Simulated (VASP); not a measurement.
Input of a VASP 6.6.1 run:

File INCAR:

```
SYSTEM = Ti3Al
ALGO     = Normal         ! electronic algorithm
EDIFF    = 1E-6           ! SCF threshold, eV
ENCUT    = 400            ! plane-wave cutoff, eV
GGA      = CA             ! functional
GGA_COMPAT= .FALSE.      
ISIF     = 2              ! what is computed and relaxed
ISMEAR   = 1              ! smearing method
LASPH    = .TRUE.         ! aspherical terms in the spheres
LCHARG   = .FALSE.        ! write CHGCAR
LREAL    = .FALSE.        ! projectors in reciprocal space
LWAVE    = .FALSE.        ! write WAVECAR
NELM     = 120            ! most SCF steps
PREC     = Accurate       ! precision mode
SIGMA    = 0.1            ! smearing width, eV
```

KPOINTS

```
k-points
0
Gamma
  13 13 4
```

File POSCAR:

```
Ti3Al
1.0
    2.9275422229      0.0000000000      0.0000000000
   -1.4637711114      2.5353259357      0.0000000000
    0.0000000000      0.0000000000      9.2263620000
Ti Al
3 1
Direct
    0.3333333333      0.6666666667      0.2494060000
    0.3333333333      0.6666666667      0.7505940000
    0.6666666667      0.3333333333      0.0000000000
    0.6666666667      0.3333333333      0.5000000000
```

Potentials or basis: VASP PAW LDA potentials, release 64 (Ti_sv, Al).

Run with:

```sh
$ cat potpaw_LDA.64/Ti_sv/POTCAR potpaw_LDA.64/Al/POTCAR > POTCAR
$ mpirun -np 1 vasp_std > vasp.out
```

Q: Predict the pressure.

A: -7.6 GPa.

Q: Predict the largest force.

A: 0.127 eV/Å.

Q: Estimate the band gap on the k mesh.

A: Zero (an odd number of electrons rules out a gap without spin polarisation).

Forces in eV/Å, atoms in the order of the input:
```
Ti   0.000  0.000 -0.127
Ti   0.000  0.000  0.127
Ti   0.000  0.000  0.000
Al   0.000  0.000  0.000
```

Caveat: the cell stands under tension.
